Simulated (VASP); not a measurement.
H, 20 atoms in the cell. The cell holds an amorphous packing of atoms, 20 atoms: a = 6.694 Å, b = 6.694 Å, c = 6.694 Å, α = 90.00°, β = 90.00°, γ = 90.00°. 

* Program: VASP 6.6.1
* Task: single point
* Functional: LDA
* Potentials or basis: VASP PAW LDA potentials, release 64 (H)
* Cutoff: 520 eV
* k mesh: 1 × 1 × 1
* Occupations: fermi-dirac, width 0.05 eV
* Spin: no spin polarisation
* Dipole correction: no
* Further INCAR settings: LREAL = Auto; ALGO = Normal; EDIFF = 1e-07; NBANDS = 26

Potentials or basis: VASP PAW LDA potentials, release 64 (H).

The run is started by

```sh
$ cat potpaw_LDA.64/H/POTCAR > POTCAR
$ mpirun -np 1 vasp_gam > vasp.out
```

Hardware: 1 thread of Intel(R) Xeon(R) Platinum 8375C CPU @ 2.90GHz (Ice Lake) (shared host).

Task: Estimate the wall time of this run.

Result: It took 8.9 s on 1 thread of Intel(R) Xeon(R) Platinum 8375C CPU @ 2.90GHz (Ice Lake) (shared host), peak memory 0.23 GiB. Counts: scf iterations 16, k points 1.
